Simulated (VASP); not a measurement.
Write the native input for VASP 6.6.1 that does the following.

- Task: single point
- Functional: PBE
- Potentials or basis: VASP PAW PBE potentials, release 64 (K_sv, I)
- Cutoff: 520 eV
- k mesh: 6 × 6 × 6
- Occupations: gaussian, width 0.05 eV
- Spin: no spin polarisation
- Dipole correction: no
- Further INCAR settings: ALGO = Normal; EDIFF = 1e-07; NBANDS = 15

The structure of KI lies in POSCAR:

```
KI
1.0
    0.0000000000      3.5245500000      3.2425860000
    3.5245500000      0.0000000000      3.2425860000
    3.5245500000      3.5245500000      0.0000000000
K I
1 1
Direct
    0.0000000000      0.0000000000      0.0000000000
    0.5000000000      0.5000000000      0.5000000000
```

This cell differs from its parent crystal: strain +0.000 along x and y, -0.080 along z.

One way to write it, as run:

INCAR

```
SYSTEM = KI
PREC = Accurate
ENCUT = 520
EDIFF = 1E-7
ISMEAR = 0
SIGMA = 0.05
LREAL = .False.
LASPH = .True.
NELM = 60
ALGO = Normal
ISIF = 2
LWAVE = .False.
LCHARG = .False.
GGA = PE
NBANDS = 15
```

KPOINTS

```
Automatic mesh
0
Gamma
  6 6 6
  0 0 0
```

Potentials or basis: VASP PAW PBE potentials, release 64 (K_sv, I).

Run with:

```sh
$ cat potpaw_PBE.64/K_sv/POTCAR potpaw_PBE.64/I/POTCAR > POTCAR
$ mpirun -np 1 vasp_std > vasp.out
```

It gave:

```
Pressure               : 2.5 GPa
Band gap on the k mesh : 4.11 eV, direct
```

Caveat: the cell differs from its parent crystal (strain +0.000 along x and y, -0.080 along z); spin-orbit coupling is left out, which moves the levels of the heavy elements.

Wall time 22 s on 1 thread of Intel(R) Xeon(R) Platinum 8488C (Sapphire Rapids), with other jobs on the host, peak memory 0.22 GiB.
